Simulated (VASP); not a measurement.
W, 3 atoms in the cell. It takes space group Im-3m (No. 229, cubic). The conventional cell has a = 3.154 Å, b = 3.154 Å, c = 3.154 Å, α = 90.00°, β = 90.00°, γ = 90.00°. Within 3.6 Å of W (site symmetry m-3m) lie 14 W at 2.73 to 3.15 Å. 

| Quantity | Value |
| --- | --- |
| Program | VASP 6.6.1 |
| Task | single point |
| Functional | PBEsol |
| Potentials or basis | VASP PAW PBE potentials, release 64 (W_sv) |
| Cutoff | 520 eV |
| k mesh | 11 × 11 × 15 |
| Occupations | fermi-dirac, width 0.1 eV |
| Spin | no spin polarisation |
| Dipole correction | no |
| Further INCAR settings | ALGO = Normal; EDIFF = 1e-07; NBANDS = 28 |

Potentials or basis: VASP PAW PBE potentials, release 64 (W_sv).

Launch:

```console
$ cat potpaw_PBE.64/W_sv/POTCAR > POTCAR
$ mpirun -np 1 vasp_std > vasp.out
```

Hardware: 1 thread of AMD EPYC 9R45 (Zen 5), with other jobs on the host.

Question: Estimate the wall time of this run.

Answer: It took 95 s on 1 thread of AMD EPYC 9R45 (Zen 5), with other jobs on the host, peak memory 0.27 GiB. Counts: scf iterations 14, k points 198.
